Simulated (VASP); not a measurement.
# Al2Cu (P1) in VASP: single point with PBEsol

Aim: the single point of Al2Cu with PBEsol.

Everything below comes from runs of VASP 6.6.1. Logs are shortened: lines on timing, memory, paths and dates and some standing lists are left out, and cuts for length are marked.

## 1. The cell of the first run

The typed cell holds 3 atoms: a = 4.049 Å, b = 4.049 Å, c = 4.049 Å, α = 120.00°, β = 120.00°, γ = 90.00°.

## 2. Single point, PBEsol (all Al atoms moved 0.2 Å in one direction)

INCAR reads:

```
SYSTEM = Al2Cu
ALGO = Fast
EDIFF = 1E-7
ENCUT = 520
GGA = PS
ISIF = 2
ISMEAR = 0
LASPH = .TRUE.
LCHARG = .FALSE.
LREAL = .FALSE.
LWAVE = .FALSE.
NBANDS = 16
NELM = 100
PREC = Accurate
SIGMA = 0.15
```

KPOINTS reads:

```
k-points
0
G
  12 12 12
  0 0 0
```

POSCAR reads:

```
Al2Cu
1.0
   -2.0246315486      2.0246315486      2.8630136583
    2.0246315486     -2.0246315486      2.8630136583
    2.0246315486      2.0246315486     -2.8630136583
Al Cu
2 1
Direct
    0.7549094572      0.2596649703      0.5216626597
    0.2549094572      0.7596649703      0.5216626597
    0.4901810855      0.4806700594     -0.0433253194
```

Potentials or basis: VASP PAW PBE potentials, release 64 (Al, Cu).

Run with:

```sh
> cat potpaw_PBE.64/Al/POTCAR potpaw_PBE.64/Cu/POTCAR > POTCAR
> mpirun -np 1 vasp_std > vasp.out
```

OUTCAR:

```text
SYSTEM = Al2Cu
   EDIFF = 1E-7
   ENCUT = 520
   GGA = PS
   ISIF = 2
   ISMEAR = 0
   LASPH = .TRUE.
   LREAL = .FALSE.
   NELM = 100
   PREC = Accurate

 ion  position               nearest neighbor table
   1  0.755  0.260  0.522-   3 2.32   3 2.44   3 2.58   3 2.60   2 2.86   2 2.86   2 2.86   2 2.86
                             2 2.86   2 2.86
   2  0.255  0.760  0.522-   3 2.37   3 2.39   3 2.54   3 2.65   1 2.86   1 2.86   1 2.86   1 2.86
                             1 2.86   1 2.86
   3  0.490  0.481  0.957-   1 2.32   2 2.37   2 2.39   1 2.44   2 2.54   1 2.58   1 2.60   2 2.65

  LATTYP: Found a body centered tetragonal cell.
 ALAT       =     4.0492630972
 C/A-ratio  =     1.4140912011

  Lattice vectors:

 A1 = (  -2.0246315486,   2.0246315486,   2.8630136583)
 A2 = (   2.0246315486,  -2.0246315486,   2.8630136583)
 A3 = (   2.0246315486,   2.0246315486,  -2.8630136583)

Analysis of symmetry for initial positions (statically):
=====================================================================
 Subroutine PRICEL returns:
 Original cell was already a primitive cell.

 Routine SETGRP: Setting up the symmetry group for a
 body centered tetragonal supercell.

 Subroutine GETGRP returns: Found  1 space group operations
 (whereof  1 operations were pure point group operations)
 out of a pool of 16 trial point group operations.

The static configuration has the point symmetry C_1 .

Analysis of symmetry for dynamics (positions and initial velocities):
=====================================================================
 Subroutine PRICEL returns:
 Original cell was already a primitive cell.

 Routine SETGRP: Setting up the symmetry group for a
 body centered tetragonal supercell.

 Subroutine GETGRP returns: Found  1 space group operations
 (whereof  1 operations were pure point group operations)
 out of a pool of 16 trial point group operations.

The dynamic configuration has the point symmetry C_1 .

 Subroutine INISYM returns: Found  1 space group operations
 (whereof  1 operations are pure point group operations),
 and found     1 'primitive' translations

----------------------------------------------------------------------------------------

                                     Primitive cell

  volume of cell :      46.9435

  direct lattice vectors                    reciprocal lattice vectors
    -2.024631549  2.024631549  2.863013658     0.000000000  0.246958515  0.174641151
     2.024631549 -2.024631549  2.863013658     0.246958515  0.000000000  0.174641151
     2.024631549  2.024631549 -2.863013658     0.246958515  0.246958515  0.000000000

  length of vectors
     4.049087925  4.049087925  4.049087925     0.302469899  0.302469899  0.349252081

  position of ions in fractional coordinates (direct lattice)
     0.754909457  0.259664970  0.521662660
     0.254909457  0.759664970  0.521662660
     0.490181085  0.480670059  0.956674681

  ion indices of the primitive-cell ions
   primitive index   ion index
                 1           1
                 2           2
                 3           3

----------------------------------------------------------------------------------------

 KPOINTS: k-points

Automatic generation of k-mesh.
 Grid dimensions read from file:
 generate k-points for:   12   12   12

 Generating k-lattice:

  Cartesian coordinates                     Fractional coordinates (reciprocal lattice)
     0.000000000  0.020579876  0.014553429     0.083333333  0.000000000  0.000000000
     0.020579876  0.000000000  0.014553429     0.000000000  0.083333333  0.000000000
     0.020579876  0.020579876  0.000000000     0.000000000  0.000000000  0.083333333

  Length of vectors
     0.025205825  0.025205825  0.029104340

  Shift w.r.t. Gamma in fractional coordinates (k-lattice)
     0.000000000  0.000000000  0.000000000

 Subroutine IBZKPT returns following result:
 ===========================================

 Found    868 irreducible k-points:

 Following reciprocal coordinates:
            Coordinates               Weight
  0.000000  0.000000  0.000000      1.000000
  0.083333 -0.000000  0.000000      2.000000
 -0.000000  0.083333  0.000000      2.000000
 -0.000000  0.083333 -0.083333      2.000000
  0.083333 -0.000000 -0.083333      2.000000
  0.166667  0.000000  0.000000      2.000000
[... 16 lines left out ...]
  0.000000  0.500000  0.000000      1.000000
 -0.000000  0.500000  0.500000      1.000000
 [... further k-points ...]
   k-points           NKPTS =    868   k-points in BZ     NKDIM =    868   number of bands    NBANDS=     16
   number of dos      NEDOS =    301   number of ions     NIONS =      3
   total plane-waves  NPLWV =  27000
   dimension x,y,z NGX =    30 NGY =   30 NGZ =   30
   dimension x,y,z NGXF=    60 NGYF=   60 NGZF=   60
   ions per type =               2   1
   NGX,Y,Z   is equivalent  to a cutoff of  12.32, 12.32, 12.32 a.u.
   NGXF,Y,Z  is equivalent  to a cutoff of  24.63, 24.63, 24.63 a.u.
 SYSTEM =  Al2Cu
   PREC   = accura    normal or accurate (medium, high low for compatibility)
   ISTART =      0    job   : 0-new  1-cont  2-samecut
   ICHARG =      2    charge: 1-file 2-atom 10-const
   ISPIN  =      1    spin polarized calculation?
   LNONCOLLINEAR =      F non collinear calculations
   LSORBIT =      F    spin-orbit coupling
   LASPH  =      T    aspherical Exc in radial PAW
   ENCUT  =  520.0 eV  38.22 Ry    6.18 a.u.   7.53  7.53  7.53*2*pi/ulx,y,z
   NELM   =    100;   NELMIN=  2; NELMDL= -5     # of ELM steps
   EDIFF  = 0.1E-06   stopping-criterion for ELM
   LREAL  =      F    real-space projection
   EDIFFG = 0.1E-05   stopping-criterion for IOM
   NSW    =      0    number of steps for IOM
   IBRION =     -1    ionic relax: 0-MD 1-quasi-New 2-CG
   NFREE  =      0    steps in history (QN), initial steepest desc. (CG)
   ISIF   =      2    stress and relaxation
   ISYM   =      2    0-nonsym 1-usesym 2-fastsym
   POTIM  = 0.5000    time-step for ionic-motion
   TEBEG  =    0.0;   TEEND  =   0.0 temperature during run
   PSTRESS=    0.0 pullay stress
   NELECT =      17.0000    total number of electrons
   NUPDOWN=      -1.0000    fix difference up-down
   EMIN   =  10.00;   EMAX   =-10.00  energy-range for DOS
   EFERMI =   0.00;   METHOD = LEGACY
   ISMEAR =     0;   SIGMA  =   0.15  broadening in eV -4-tet -1-fermi 0-gaus
   EFERMI_NEDOS =   21; number of points for ismear=-14 and -15
   IALGO  =     68    algorithm
   IMIX   =      4    mixing-type and parameters
     AMIX     =   0.40;   BMIX     =  1.00
     AMIX_MAG =   1.60;   BMIX_MAG =  1.00
  volume/ion in A,a.u.               =      15.65       105.60
  Fermi-wavevector in a.u.,A,eV,Ry     =   1.166897  2.205116 18.526366  1.361650
  Thomas-Fermi vector in A             =   2.303405
   LORBIT       =      0    0 simple, 1 ext, 2 COOP (PROOUT), +10 PAW based schemes
   GGA     = PS    functional components
   LHFCALC =     F    Hartree Fock is set to
   AEXX    =    0.0000 exact exchange contribution
   IVDW    =     0    specifies the selected vdW correction
   LEPSILON=     F    determine dielectric tensor
   LRPA    =     F    only Hartree local field effects (RPA)
 non-spin polarized calculation
 RMM-DIIS sequential band-by-band and
 Gauss-broadening in eV      SIGMA  =   0.15
  energy-cutoff  :      520.00
  volume of cell :       46.94
 maximum number of plane-waves:      1284
   NGX = 15   NGY = 15   NGZ = 15

 number of electron      17.0000002 magnetization

 Free energy of the ion-electron system (eV)
  ---------------------------------------------------
  ext. energy  EPLUGINS =         0.00000000
  ---------------------------------------------------
  free energy    TOTEN  =       -12.86298297 eV

  energy without entropy =      -12.85187016  energy(sigma->0) =      -12.85742656

 E-fermi :   7.0886     XC(G=0): -10.6306

 val. band max:        7.0882890954   @ k =  -0.1667   0.4167   0.0833
 cond. band min:       7.0889542452   @ k =  -0.0833  -0.3333  -0.0833
 fundamental gap:      0.0006651498
 Fermi energy:         7.0885619693

 k-point     1 :       0.0000    0.0000    0.0000
  band No.  band energies     occupation
      1      -3.2035      2.00000
      2       2.4045      2.00000
      3       2.4469      2.00000
      4       2.4482      2.00000
      5       2.9778      2.00000
      6       3.0037      2.00000
[... 8 lines left out ...]
     15      14.1122      0.00000
     16      14.1229      0.00000

 k-point     2 :       0.0833   -0.0000    0.0000
  band No.  band energies     occupation
      1      -3.1095      2.00000
      2       2.4031      2.00000
      3       2.4324      2.00000
      4       2.4620      2.00000
      5       2.9741      2.00000
      6       2.9999      2.00000
[... 8 lines left out ...]
     15      13.2355      0.00000
     16      13.9478      0.00000

 k-point     3 :      -0.0000    0.0833    0.0000
  band No.  band energies     occupation
      1      -3.1095      2.00000
      2       2.3956      2.00000
      3       2.4410      2.00000
      4       2.4614      2.00000
      5       2.9738      2.00000
      6       3.0000      2.00000
[... 8 lines left out ...]
     15      13.2333      0.00000
     16      13.9392      0.00000

 k-point     4 :      -0.0000    0.0833   -0.0833
  band No.  band energies     occupation
      1      -3.1094      2.00000
      2       2.3917      2.00000
      3       2.4455      2.00000
      4       2.4611      2.00000
      5       2.9737      2.00000
      6       2.9999      2.00000
[... 8 lines left out ...]
     15      13.2330      0.00000
     16      13.9325      0.00000

 k-point     5 :       0.0833   -0.0000   -0.0833
  band No.  band energies     occupation
      1      -3.1094      2.00000
      2       2.3834      2.00000
      3       2.4532      2.00000
      4       2.4625      2.00000
      5       2.9734      2.00000
      6       2.9997      2.00000
[... 8 lines left out ...]
     15      13.2354      0.00000
     16      13.9129      0.00000

 k-point     6 :       0.1667    0.0000    0.0000
  band No.  band energies     occupation
      1      -2.8290      2.00000
      2       2.3176      2.00000
      3       2.4624      2.00000
      4       2.4976      2.00000
      5       2.9682      2.00000
      6       2.9930      2.00000
[... 8 lines left out ...]
     15      13.2825      0.00000
     16      13.8009      0.00000
[... 267 lines left out ...]
 k-point    21 :       0.4167   -0.0000   -0.4167
  band No.  band energies     occupation
      1      -0.9768      2.00000
      2       1.1161      2.00000
      3       2.5790      2.00000
      4       2.5846      2.00000
      5       3.0209      2.00000
      6       3.0412      2.00000
[... 8 lines left out ...]
     15      15.9278      0.00000
     16      17.5803      0.00000

 k-point    22 :       0.5000    0.0000    0.0000
  band No.  band energies     occupation
      1      -0.4101      2.00000
      2       0.5305      2.00000
      3       2.5667      2.00000
      4       2.5746      2.00000
      5       3.0255      2.00000
      6       3.0471      2.00000
[... 8 lines left out ...]
     15      16.9784      0.00000
     16      18.2335      0.00000

 k-point    23 :       0.0000    0.5000    0.0000
  band No.  band energies     occupation
      1      -0.4080      2.00000
      2       0.5291      2.00000
      3       2.5710      2.00000
      4       2.5775      2.00000
      5       3.0270      2.00000
      6       3.0381      2.00000
[... 8 lines left out ...]
     15      16.9710      0.00000
     16      18.2558      0.00000

 k-point    24 :      -0.0000    0.5000    0.5000
  band No.  band energies     occupation
      1      -0.4064      2.00000
      2       0.5282      2.00000
      3       2.5741      2.00000
      4       2.5797      2.00000
      5       3.0237      2.00000
      6       3.0365      2.00000
[... 8 lines left out ...]
     15      16.9661      0.00000
     16      18.2706      0.00000

 [... further k-points ...]

------------------------ aborting loop because EDIFF is reached ----------------------------------------

  FORCE on cell =-STRESS in cart. coord.  units (eV):
  Direction    XX          YY          ZZ          XY          YZ          ZX
  --------------------------------------------------------------------------------------
  -------------------------------------------------------------------------------------
  Total        0.6370255      0.2866647      0.6330216     -0.1959738     -0.1384408     -0.2289649
  in kB       21.7416243      9.7838408     21.6049730     -6.6885695     -4.7249718     -7.8145510
  external PRESSURE =      17.7101460 kB  Pullay stress =       0.0000000 kB

 VOLUME and BASIS-vectors are now :
 -----------------------------------------------------------------------------
  energy-cutoff  :      520.00
  volume of cell :       46.94
      direct lattice vectors                 reciprocal lattice vectors
    -2.024631549  2.024631549  2.863013658     0.000000000  0.246958515  0.174641151
     2.024631549 -2.024631549  2.863013658     0.246958515  0.000000000  0.174641151
     2.024631549  2.024631549 -2.863013658     0.246958515  0.246958515  0.000000000

 POSITION                                       TOTAL-FORCE (eV/Angst)
 -----------------------------------------------------------------------------------
      0.05349      2.05886      1.41121        -0.752399     -0.302226      0.353816
      2.07812      0.03423      1.41121        -0.500783     -0.461191      0.158659
      1.91766      1.95617      0.04059         1.253182      0.763417     -0.512475
 -----------------------------------------------------------------------------------
    total drift:                                0.000199     -0.000175     -0.000073

  FREE ENERGIE OF THE ION-ELECTRON SYSTEM (eV)
  ---------------------------------------------------
  free  energy   TOTEN  =       -12.8629829708 eV

  energy  without entropy=      -12.8518701568  energy(sigma->0) =      -12.85742656
```

Run time: 19 min. Hardware: 1 thread of Oxide Virtual Turin-like, shared host; peak memory 0.65 GiB.

Results:

* Free energy: -12.8630 eV
* Pressure: 1.8 GPa
* Largest force: 1.554 eV/Å

Forces in eV/Å, atoms in the order of the input:
```
Al  -0.752 -0.302  0.354
Al  -0.501 -0.461  0.159
Cu   1.253  0.763 -0.512
```

Caveat: the cell differs from its parent crystal (all Al atoms moved 0.2 Å in one direction); the PAW data sets were made with another functional, which shifts forces and pressure a little.
